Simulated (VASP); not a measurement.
A run of VASP 6.6.1:

INCAR

```
PREC = Accurate
ENCUT = 910
EDIFF = 1E-6
ISMEAR = 0
SIGMA = 0.05
LREAL = F
LASPH = T
NELM = 120
ALGO = Normal
ISIF = 2
LWAVE = F
LCHARG = T
LELF = T
LVHAR = T
NBANDS = 25
GGA_COMPAT = F
```

Contents of KPOINTS:

```
regular mesh
0
Gamma
  6 6 8
```

File POSCAR:

```
SiO2
1.0
    4.2549000000      0.0000000000      0.0000000000
    0.0000000000      4.2549000000      0.0000000000
    0.0000000000      0.0000000000      2.3420000000
Si O
2 4
Direct
    0.5000000000      0.5000000000      0.5000000000
    0.0000000000      0.0000000000      0.0000000000
    0.6944252994      0.6944252994      0.0000000000
    0.1944252994      0.8055747006      0.5000000000
    0.3055747006      0.3055747006      0.0000000000
    0.8055747006      0.1944252994      0.5000000000
```

Potentials or basis: VASP PAW LDA potentials, release 64 (Si, O_h).

Launch:

```console
$ cat potpaw_LDA.64/Si/POTCAR potpaw_LDA.64/O_h/POTCAR > POTCAR
$ mpirun -np 1 vasp_std > vasp.out
```

Hardware: 1 thread of Intel(R) Xeon(R) 6975P-C (Granite Rapids) (shared host).

Estimate the wall time of this run.

Run time: 58 s on 1 thread of Intel(R) Xeon(R) 6975P-C (Granite Rapids) (shared host), peak memory 0.22 GiB. Counts: scf iterations 13, k points 50.
